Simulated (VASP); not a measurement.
# Al18O in VASP: notebook

Al18O is run at these levels: PBE; tasks: single point.

Everything below comes from runs of VASP 6.6.1. Logs are shortened: lines on timing, memory, paths and dates and some standing lists are left out, and cuts for length are marked.

### 1 The cell of the first run

The cell holds a slab with vacuum, 19 atoms: a = 12.150 Å, b = 5.728 Å, c = 14.864 Å, α = 90.00°, β = 90.00°, γ = 90.00°.

### 2 Single point, PBE

INCAR

```
SYSTEM = Al18O
ALGO = Normal
EDIFF = 1E-6
ENCUT = 520
GGA = PE
ISIF = 2
ISMEAR = 0
LASPH = .True.
LCHARG = .False.
LREAL = Auto
LWAVE = .False.
NBANDS = 45
NELM = 100
PREC = Accurate
SIGMA = 0.05
```

KPOINTS

```
k-points
0
Gamma
  2 4 1
  0 0 0
```

POSCAR

```
Al18O
1.0
   12.1500000000      0.0000000000      0.0000000000
    0.0000000000      5.7275650000      0.0000000000
    0.0000000000      0.0000000000     14.8637820000
Al O
18 1
Direct
    0.0000000000      0.0000000000      0.0672776283
    0.3333333333      0.0000000000      0.0672776283
    0.6666666667      0.0000000000      0.0672776283
    0.0000000000      0.5000000873      0.0672776283
    0.3333333333      0.5000000873      0.0672776283
    0.6666666667      0.5000000873      0.0672776283
    0.1675829630      0.2632520102      0.1554213457
    0.5004041975      0.2815021741      0.1763722719
    0.8355851852      0.2600064774      0.1567572775
    0.1672044444      0.7658800904      0.1614879040
    0.5003994239      0.7905895437      0.1695351829
    0.8354923457      0.7640510409      0.1597498537
    0.0020790123      0.0218667095      0.2583703798
    0.3165059259      0.0398621404      0.2632669801
    0.6720930864      0.0372327507      0.2592634903
   -0.0037222222      0.5197390165      0.2603939563
    0.3155740741      0.5338780092      0.2687080583
    0.6865830453      0.5335141548      0.2631481678
    0.4642586008      0.5476983675      0.2481532627
```

Potentials or basis: VASP PAW PBE potentials, release 64 (Al, O).

Command:

```sh
$ cat potpaw_PBE.64/Al/POTCAR potpaw_PBE.64/O/POTCAR > POTCAR
$ mpirun -np 1 vasp_std > vasp.out
```

OUTCAR:

```text
SYSTEM = Al18O
   EDIFF = 1E-6
   ENCUT = 520
   GGA = PE
   ISIF = 2
   ISMEAR = 0
   LASPH = .True.
   LREAL = Auto
   NELM = 100
   PREC = Accurate

 ion  position               nearest neighbor table
   1  0.000  0.000  0.067-  12 2.78  10 2.81   9 2.82  13 2.84   7 2.85   4 2.86   4 2.86
   2  0.333  0.000  0.067-  10 2.80  11 2.81   7 2.84   5 2.86   5 2.86  14 2.93   8 3.06
   3  0.667  0.000  0.067-  11 2.80  12 2.81  15 2.86   9 2.86   6 2.86   6 2.86   8 3.05
   4  0.000  0.500  0.067-   9 2.77   7 2.78  12 2.86   1 2.86   1 2.86  16 2.87  10 2.90
   5  0.333  0.500  0.067-   7 2.76   2 2.86   2 2.86   8 2.88  10 2.89  17 3.01  11 3.03
   6  0.667  0.500  0.067-   9 2.81   3 2.86   3 2.86   8 2.88  12 2.90  18 2.93  11 3.03
   7  0.168  0.263  0.155-  14 2.74   5 2.76   4 2.78   2 2.84  10 2.85   1 2.85  10 2.88  13 2.88
                            17 2.91  16 2.99
   8  0.500  0.282  0.176-  19 1.91  15 2.80  11 2.81   6 2.88   5 2.88  11 2.92  14 2.93  18 2.98
                            17 3.00   3 3.05   2 3.06
   9  0.836  0.260  0.157-   4 2.77   6 2.81  15 2.81   1 2.82  12 2.84   3 2.86  18 2.87  13 2.87
                            12 2.89  16 2.90
  10  0.167  0.766  0.161-  17 2.75   2 2.80   1 2.81  14 2.84   7 2.85  13 2.87   7 2.88   5 2.89
                             4 2.90  16 2.91
  11  0.500  0.791  0.170-  19 1.87   3 2.80   2 2.81   8 2.81  15 2.85   8 2.92  14 3.00   6 3.03
                             5 3.03  18 3.04  17 3.06
  12  0.835  0.764  0.160-  18 2.72   1 2.78   3 2.81  16 2.83   9 2.84   4 2.86   9 2.89   6 2.90
                            13 2.90  15 2.93
  13  0.002  0.022  0.258-   1 2.84  16 2.85   9 2.87  10 2.87  16 2.88   7 2.88  12 2.90
  14  0.317  0.040  0.263-   7 2.74  17 2.83  10 2.84  17 2.90   8 2.93   2 2.93  11 3.00
  15  0.672  0.037  0.259-   8 2.80   9 2.81  18 2.85  11 2.85   3 2.86  18 2.89  12 2.93
  16  0.996  0.520  0.260-  12 2.83  13 2.85   4 2.87  13 2.88   9 2.90  10 2.91   7 2.99
  17  0.316  0.534  0.269-  19 1.83  10 2.75  14 2.83  14 2.90   7 2.91   8 3.00   5 3.01  11 3.06

  18  0.687  0.534  0.263-  12 2.72  15 2.85   9 2.87  15 2.89   6 2.93   8 2.98  11 3.04
  19  0.464  0.548  0.248-  17 1.83  11 1.87   8 1.91

  LATTYP: Found a simple orthorhombic cell.
 ALAT       =     5.7275650000
 B/A-ratio  =     2.1213203167
 C/A-ratio  =     2.5951310897

  Lattice vectors:

 A1 = (   0.0000000000,  -5.7275650000,   0.0000000000)
 A2 = (  12.1500000000,   0.0000000000,   0.0000000000)
 A3 = (   0.0000000000,   0.0000000000,  14.8637820000)

Analysis of symmetry for initial positions (statically):
=====================================================================
 Subroutine PRICEL returns:
 Original cell was already a primitive cell.

 Routine SETGRP: Setting up the symmetry group for a
 simple orthorhombic supercell.

 Subroutine GETGRP returns: Found  1 space group operations
 (whereof  1 operations were pure point group operations)
 out of a pool of  8 trial point group operations.

The static configuration has the point symmetry C_1 .

Analysis of symmetry for dynamics (positions and initial velocities):
=====================================================================
 Subroutine PRICEL returns:
 Original cell was already a primitive cell.

 Routine SETGRP: Setting up the symmetry group for a
 simple orthorhombic supercell.

 Subroutine GETGRP returns: Found  1 space group operations
 (whereof  1 operations were pure point group operations)
 out of a pool of  8 trial point group operations.

The dynamic configuration has the point symmetry C_1 .

 Subroutine INISYM returns: Found  1 space group operations
 (whereof  1 operations are pure point group operations),
 and found     1 'primitive' translations

----------------------------------------------------------------------------------------

                                     Primitive cell

  volume of cell :    1034.3693

  direct lattice vectors                    reciprocal lattice vectors
    12.150000000  0.000000000  0.000000000     0.082304527  0.000000000  0.000000000
     0.000000000  5.727565000  0.000000000     0.000000000  0.174594265  0.000000000
     0.000000000  0.000000000 14.863782000     0.000000000  0.000000000  0.067277628

  length of vectors
    12.150000000  5.727565000 14.863782000     0.082304527  0.174594265  0.067277628

  position of ions in fractional coordinates (direct lattice)
     0.000000000  0.000000000  0.067277628
     0.333333333  0.000000000  0.067277628
     0.666666667  0.000000000  0.067277628
     0.000000000  0.500000087  0.067277628
     0.333333333  0.500000087  0.067277628
     0.666666667  0.500000087  0.067277628
[... 11 lines left out ...]
     0.686583045  0.533514155  0.263148168
     0.464258601  0.547698367  0.248153263

  ion indices of the primitive-cell ions
   primitive index   ion index
                 1           1
                 2           2
                 3           3
                 4           4
                 5           5
                 6           6
[... 11 lines left out ...]
                18          18
                19          19

----------------------------------------------------------------------------------------

 KPOINTS: k-points

Automatic generation of k-mesh.
 Grid dimensions read from file:
 generate k-points for:    2    4    1

 Generating k-lattice:

  Cartesian coordinates                     Fractional coordinates (reciprocal lattice)
     0.041152263  0.000000000  0.000000000     0.500000000  0.000000000  0.000000000
     0.000000000  0.043648566  0.000000000     0.000000000  0.250000000  0.000000000
     0.000000000  0.000000000  0.067277628     0.000000000  0.000000000  1.000000000

  Length of vectors
     0.041152263  0.043648566  0.067277628

  Shift w.r.t. Gamma in fractional coordinates (k-lattice)
     0.000000000  0.000000000  0.000000000

 Subroutine IBZKPT returns following result:
 ===========================================

 Found      6 irreducible k-points:

 Following reciprocal coordinates:
            Coordinates               Weight
  0.000000  0.000000  0.000000      1.000000
  0.500000  0.000000  0.000000      1.000000
  0.000000  0.250000  0.000000      2.000000
  0.500000  0.250000  0.000000      2.000000
  0.000000  0.500000  0.000000      1.000000
  0.500000  0.500000  0.000000      1.000000
   k-points           NKPTS =      6   k-points in BZ     NKDIM =      6   number of bands    NBANDS=     45
   number of dos      NEDOS =    301   number of ions     NIONS =     19
   total plane-waves  NPLWV = 483840
   dimension x,y,z NGX =    90 NGY =   48 NGZ =  112
   dimension x,y,z NGXF=   180 NGYF=   96 NGZF=  224
   ions per type =              18   1
   NGX,Y,Z   is equivalent  to a cutoff of  12.31, 13.93, 12.53 a.u.
   NGXF,Y,Z  is equivalent  to a cutoff of  24.63, 27.86, 25.05 a.u.
 SYSTEM =  Al18O
   PREC   = accura    normal or accurate (medium, high low for compatibility)
   ISTART =      0    job   : 0-new  1-cont  2-samecut
   ICHARG =      2    charge: 1-file 2-atom 10-const
   ISPIN  =      1    spin polarized calculation?
   LNONCOLLINEAR =      F non collinear calculations
   LSORBIT =      F    spin-orbit coupling
   LASPH  =      T    aspherical Exc in radial PAW
   ENCUT  =  520.0 eV  38.22 Ry    6.18 a.u.  22.59 10.65 27.64*2*pi/ulx,y,z
   NELM   =    100;   NELMIN=  2; NELMDL= -5     # of ELM steps
   EDIFF  = 0.1E-05   stopping-criterion for ELM
   LREAL  =      T    real-space projection
   EDIFFG = 0.1E-04   stopping-criterion for IOM
   NSW    =      0    number of steps for IOM
   IBRION =     -1    ionic relax: 0-MD 1-quasi-New 2-CG
   NFREE  =      0    steps in history (QN), initial steepest desc. (CG)
   ISIF   =      2    stress and relaxation
   ISYM   =      2    0-nonsym 1-usesym 2-fastsym
   POTIM  = 0.5000    time-step for ionic-motion
   TEBEG  =    0.0;   TEEND  =   0.0 temperature during run
   PSTRESS=    0.0 pullay stress
   NELECT =      60.0000    total number of electrons
   NUPDOWN=      -1.0000    fix difference up-down
   EMIN   =  10.00;   EMAX   =-10.00  energy-range for DOS
   EFERMI =   0.00;   METHOD = LEGACY
   ISMEAR =     0;   SIGMA  =   0.05  broadening in eV -4-tet -1-fermi 0-gaus
   EFERMI_NEDOS =   21; number of points for ismear=-14 and -15
   IALGO  =     38    algorithm
   IMIX   =      4    mixing-type and parameters
     AMIX     =   0.40;   BMIX     =  1.00
     AMIX_MAG =   1.60;   BMIX_MAG =  1.00
  volume/ion in A,a.u.               =      54.44       367.38
  Fermi-wavevector in a.u.,A,eV,Ry     =   0.633724  1.197564  5.464180  0.401606
  Thomas-Fermi vector in A             =   1.697477
   LORBIT       =      0    0 simple, 1 ext, 2 COOP (PROOUT), +10 PAW based schemes
   GGA     = PE    functional components
   LHFCALC =     F    Hartree Fock is set to
   AEXX    =    0.0000 exact exchange contribution
   IVDW    =     0    specifies the selected vdW correction
   LEPSILON=     F    determine dielectric tensor
   LRPA    =     F    only Hartree local field effects (RPA)
 non-spin polarized calculation
 Gauss-broadening in eV      SIGMA  =   0.05
  energy-cutoff  :      520.00
  volume of cell :     1034.37
 maximum number of plane-waves:     27867
   NGX = 45   NGY = 21   NGZ = 55

 number of electron      60.0000006 magnetization

 Free energy of the ion-electron system (eV)
  ---------------------------------------------------
  ext. energy  EPLUGINS =         0.00000000
  ---------------------------------------------------
  free energy    TOTEN  =       -67.32885520 eV

  energy without entropy =      -67.31957713  energy(sigma->0) =      -67.32421617

 E-fermi :  -0.4996     XC(G=0):  -4.3787

 val. band max:       -0.5101931715   @ k =   0.5000   0.0000   0.0000
 cond. band min:      -0.4938299572   @ k =   0.5000   0.5000   0.0000
 fundamental gap:      0.0163632143
 Fermi energy:        -0.4995982357

 k-point     1 :       0.0000    0.0000    0.0000
  band No.  band energies     occupation
      1     -20.7176      2.00000
      2     -10.0206      2.00000
      3      -9.3474      2.00000
      4      -8.7895      2.00000
      5      -7.7153      2.00000
      6      -7.4713      2.00000
[... 259 lines left out ...]
     41       1.9110      0.00000
     42       1.9834      0.00000
 [bands above 42 left out]

------------------------ aborting loop because EDIFF is reached ----------------------------------------

  FORCE on cell =-STRESS in cart. coord.  units (eV):
  Direction    XX          YY          ZZ          XY          YZ          ZX
  --------------------------------------------------------------------------------------
  -------------------------------------------------------------------------------------
  Total       -2.9106710    -26.6441636      0.4159733      0.1232314     -0.8396146     -0.3027312
  in kB       -4.5084584    -41.2702446      0.6443182      0.1908782     -1.3005138     -0.4689129
  external PRESSURE =     -15.0447950 kB  Pullay stress =       0.0000000 kB

 VOLUME and BASIS-vectors are now :
 -----------------------------------------------------------------------------
  energy-cutoff  :      520.00
  volume of cell :     1034.37
      direct lattice vectors                 reciprocal lattice vectors
    12.150000000  0.000000000  0.000000000     0.082304527  0.000000000  0.000000000
     0.000000000  5.727565000  0.000000000     0.000000000  0.174594265  0.000000000
     0.000000000  0.000000000 14.863782000     0.000000000  0.000000000  0.067277628

 POSITION                                       TOTAL-FORCE (eV/Angst)
 -----------------------------------------------------------------------------------
      0.00000      0.00000      1.00000         0.087882      0.025241     -0.056853
      4.05000      0.00000      1.00000         0.195491      0.142635      0.107903
      8.10000      0.00000      1.00000        -0.159042      0.058733     -0.053490
      0.00000      2.86378      1.00000         0.095111      0.036509     -0.154075
      4.05000      2.86378      1.00000         0.044146     -0.031661     -0.113349
      8.10000      2.86378      1.00000        -0.168679      0.055579      0.173218
[... 11 lines left out ...]
      8.34198      3.05574      3.91138        -0.034833     -0.076581      0.066424
      5.64074      3.13698      3.68850         0.102272      0.003233     -0.021143
 -----------------------------------------------------------------------------------
    total drift:                               -0.010147      0.008802     -0.008553

  FREE ENERGIE OF THE ION-ELECTRON SYSTEM (eV)
  ---------------------------------------------------
  free  energy   TOTEN  =       -67.3288552019 eV

  energy  without entropy=      -67.3195771344  energy(sigma->0) =      -67.32421617
```

It took 18 min on 1 thread of Intel Xeon 8259CL, shared host; peak memory 0.95 GiB.

Results:

```
Free energy            : -67.3289 eV
Largest force          : 0.265 eV/Å
Band gap on the k mesh : zero (bands 30 and 31 overlap by 0.86 eV)
```

Forces in eV/Å, atoms in the order of the input:
```
Al   0.088  0.025 -0.057
Al   0.195  0.143  0.108
Al  -0.159  0.059 -0.053
Al   0.095  0.037 -0.154
Al   0.044 -0.032 -0.113
Al  -0.169  0.056  0.173
Al  -0.054 -0.013  0.003
Al   0.017 -0.119 -0.026
Al  -0.030 -0.004  0.030
Al  -0.039  0.007 -0.041
Al   0.076  0.109 -0.032
Al   0.030  0.007 -0.052
Al  -0.003 -0.017  0.016
Al   0.001 -0.026  0.009
Al   0.023 -0.078  0.050
Al   0.027  0.002 -0.010
Al  -0.211 -0.082  0.104
Al  -0.035 -0.077  0.066
O    0.102  0.003 -0.021
```

Caveat: there is no dipole correction, which matters where the two faces differ.

### 3 Single point, PBE

INCAR

```
SYSTEM = Al18O
  PREC = Accurate
  ENCUT = 520
  EDIFF = 1E-6
  ISMEAR = 0
  SIGMA = 0.05
  LREAL = Auto
  LASPH = .TRUE.
  NELM = 60
  ALGO = Normal
  ISIF = 2
  LWAVE = .FALSE.
  LCHARG = .FALSE.
  GGA = PE
  NBANDS = 45
```

KPOINTS

```
regular mesh
0
G
  2 4 1
  0 0 0
```

POSCAR

```
Al18O
1.0
   12.1500000000      0.0000000000      0.0000000000
    0.0000000000      5.7275650000      0.0000000000
    0.0000000000      0.0000000000     14.8637820000
Al O
18 1
Direct
    0.0000000000      0.0000000000      0.0672776283
    0.3333333333      0.0000000000      0.0672776283
    0.6666666667      0.0000000000      0.0672776283
    0.0000000000      0.5000000873      0.0672776283
    0.3333333333      0.5000000873      0.0672776283
    0.6666666667      0.5000000873      0.0672776283
    0.1657176132      0.2569835523      0.1560269789
    0.5000964609      0.2463986005      0.1421344177
    0.8357081481      0.2561214059      0.1545099356
    0.1753820576      0.7562821199      0.1871905145
    0.4974382716      0.7571578847      0.1390271332
    0.8166535802      0.7562461535      0.1801996961
   -0.0038558848      0.0088355174      0.2600597210
    0.3449792593      0.0229677009      0.2549121751
    0.6639628807      0.1104743464      0.2610492404
   -0.0039155556      0.5054861883      0.2589923614
    0.3542144856      0.4769461368      0.2517904932
    0.6144717695      0.5883144059      0.2742238819
    0.4595959671      0.7249501315      0.2627514316
```

Potentials or basis: VASP PAW PBE potentials, release 64 (Al, O).

Command:

```sh
$ cat potpaw_PBE.64/Al/POTCAR potpaw_PBE.64/O/POTCAR > POTCAR
$ mpirun -np 1 vasp_std > vasp.out
```

OUTCAR:

```text
SYSTEM = Al18O
   PREC = Accurate
   ENCUT = 520
   EDIFF = 1E-6
   ISMEAR = 0
   LREAL = Auto
   LASPH = .TRUE.
   NELM = 60
   ISIF = 2
   GGA = PE

 ion  position               nearest neighbor table
   1  0.000  0.000  0.067-   9 2.80   7 2.82   4 2.86   4 2.86  13 2.87  10 3.11  12 3.12
   2  0.333  0.000  0.067-  11 2.65   8 2.71  14 2.80   7 2.84   5 2.86   5 2.86  10 2.97
   3  0.667  0.000  0.067-  11 2.70   8 2.71   9 2.84  12 2.84   6 2.86   6 2.86  15 2.95
   4  0.000  0.500  0.067-   9 2.76   7 2.78  16 2.85   1 2.86   1 2.86  10 3.14  12 3.15
   5  0.333  0.500  0.067-  11 2.70   8 2.73  17 2.76   7 2.80   2 2.86   2 2.86  10 3.00
[... 509 lines left out ...]
  in kB       -9.6368452    -34.2033998      2.1321141      1.6162556     -1.3132182      0.6810768
  external PRESSURE =     -13.9027103 kB  Pullay stress =       0.0000000 kB

 VOLUME and BASIS-vectors are now :
 -----------------------------------------------------------------------------
  energy-cutoff  :      520.00
  volume of cell :     1034.37
      direct lattice vectors                 reciprocal lattice vectors
    12.150000000  0.000000000  0.000000000     0.082304527  0.000000000  0.000000000
     0.000000000  5.727565000  0.000000000     0.000000000  0.174594265  0.000000000
     0.000000000  0.000000000 14.863782000     0.000000000  0.000000000  0.067277628

 POSITION                                       TOTAL-FORCE (eV/Angst)
 -----------------------------------------------------------------------------------
      0.00000      0.00000      1.00000         0.141353     -0.108600      0.094048
      4.05000      0.00000      1.00000        -0.518930      0.226092     -0.218261
      8.10000      0.00000      1.00000         0.337812     -0.048810     -0.065064
      0.00000      2.86378      1.00000         0.155065      0.120483      0.002289
      4.05000      2.86378      1.00000        -0.422130     -0.231435     -0.242136
      8.10000      2.86378      1.00000         0.213893      0.235650      0.189865
[... 11 lines left out ...]
      7.46583      3.36961      4.07600         0.437923      0.112419      0.130400
      5.58409      4.15220      3.90548        -0.081629     -0.314741      0.427092
 -----------------------------------------------------------------------------------
    total drift:                                0.009767     -0.010489     -0.010625

  FREE ENERGIE OF THE ION-ELECTRON SYSTEM (eV)
  ---------------------------------------------------
  free  energy   TOTEN  =       -67.2378131985 eV

  energy  without entropy=      -67.2306114704  energy(sigma->0) =      -67.23421233
```

Run time: 17 min. Hardware: 1 thread of Intel Xeon 8259CL, shared host; peak memory 0.95 GiB.

Results:

| Quantity | Value |
| --- | --- |
| Free energy | -67.2378 eV |
| Largest force | 0.607 eV/Å |
| Band gap on the k mesh | zero (bands 30 and 31 overlap by 0.80 eV) |

Forces on the atoms (eV/Å):
```
Al   0.141 -0.109  0.094
Al  -0.519  0.226 -0.218
Al   0.338 -0.049 -0.065
Al   0.155  0.120  0.002
Al  -0.422 -0.231 -0.242
Al   0.214  0.236  0.190
Al   0.001 -0.032  0.022
Al   0.047  0.040 -0.023
Al  -0.041  0.014  0.042
Al  -0.047 -0.025 -0.062
Al  -0.029  0.154 -0.368
Al   0.016  0.008 -0.024
Al  -0.009  0.009 -0.044
Al   0.110 -0.276  0.068
Al   0.011 -0.116  0.024
Al   0.012 -0.015 -0.013
Al  -0.336  0.246  0.059
Al   0.438  0.112  0.130
O   -0.082 -0.315  0.427
```

Caveat: there is no dipole correction, which matters where the two faces differ.

The gap in the log of VASP goes by the Fermi energy; the results here count the filled bands.